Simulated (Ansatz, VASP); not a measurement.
## Pb: VASP beside Ansatz

File INCAR:

```
PREC = Accurate
ENCUT = 520
EDIFF = 1E-7
ISMEAR = -1
SIGMA = 0.02
LREAL = False
LASPH = True
NELM = 100
ALGO = Normal
ISIF = 2
LWAVE = False
LCHARG = True
GGA = PE
LELF = True
LVHAR = True
NBANDS = 13
```

The input KPOINTS:

```
regular mesh
0
Gamma
  4 4 4
```

The input POSCAR:

```
Pb
1.0
    0.0000000000      2.4750200000      2.4750200000
    2.4750200000      0.0000000000      2.4750200000
    2.4750200000      2.4750200000      0.0000000000
Pb
1
Direct
    0.0000000000      0.0000000000      0.0000000000
```

The input input.yaml:

```yaml
crystal:
  lattice:
    - [0.0, 2.47502, 2.47502]
    - [2.47502, 0.0, 2.47502]
    - [2.47502, 2.47502, 0.0]
  atoms:
    - { symbol: Pb, position: [0.0, 0.0, 0.0] }
kpoints:
  mp_grid: { grid: [4, 4, 4] }
scf:
  occupations: { method: fermi_dirac, width: 0.02 }
hamiltonian:
  xc: pbe
  pseudopotentials: { kind: all_electron, lapw: { basis_error: 0.003 } }
output:
  forces: true
  stress: true
  eigenvalues: true
```

Alike in both runs: task single point; functional PBE; k mesh 4 × 4 × 4; occupations fermi-dirac, width 0.02 eV; no spin polarisation.

|  | VASP | Ansatz |
| --- | --- | --- |
| version | VASP 6.6.1 | Ansatz 0.2.0 |
| potentials or method | VASP PAW PBE potentials, release 64 (Pb_d), cutoff 520 eV | all-electron LAPW, scalar-relativistic |

Ansatz gave:

```
gap on the k mesh at the Fermi level (eV) : none
pressure (GPa)                            : 1.9
```

**Question.** Which values does VASP return?

**Answer.** gap on the k mesh at the Fermi level (eV): none; pressure (GPa): 1.8.

A gap of «none» marks a metal or a gap that the smearing closes. Ansatz ran all-electron here, and VASP with PAW potentials.

The k mesh is coarse, so the values compare programs but aren't converged. Spin-orbit coupling is off throughout.
